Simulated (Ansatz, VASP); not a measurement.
TaN: VASP beside Ansatz

```
CELL_PARAMETERS angstrom
3.10858 0.00000 0.00000
0.00000 3.10858 0.00000
0.00000 0.00000 20.39620
ATOMIC_POSITIONS crystal
Ta 0.25000 0.25000 0.39901
Ta 0.75000 0.75000 0.50000
Ta 0.25000 0.25000 0.60099
N 0.75000 0.75000 0.38484
N 0.25000 0.25000 0.50000
N 0.75000 0.75000 0.61516
```

Alike in both runs: task single point; functional r2SCAN; k mesh 11 × 11 × 1; occupations fermi-dirac, width 0.05 eV; no spin polarisation.

|  | VASP | Ansatz |
| --- | --- | --- |
| version | VASP 6.6.1 | Ansatz 0.2.0 |
| potentials or method | VASP PAW PBE potentials, release 64 (Ta_pv, N) | PAW with Ansatz's default frozen-core files, scalar-relativistic |
| plane-wave cutoff (eV) | 520 | 500 |
| valence electrons in the cell | 48 | 54 |

|  | VASP | Ansatz | Ansatz less VASP |
| --- | --- | --- | --- |
| rms of the force components (eV/Å) | 0.022 | 0.002 | -0.0200 |

VASP's potentials were made for PBE, not for r2SCAN. With one functional, cell and mesh, what is left measures potentials, basis and numerics. VASP's potentials hold 48 valence electrons a cell and Ansatz's 54, so a difference there can come from the potentials and not from the codes.

Neither program's run includes spin-orbit coupling.
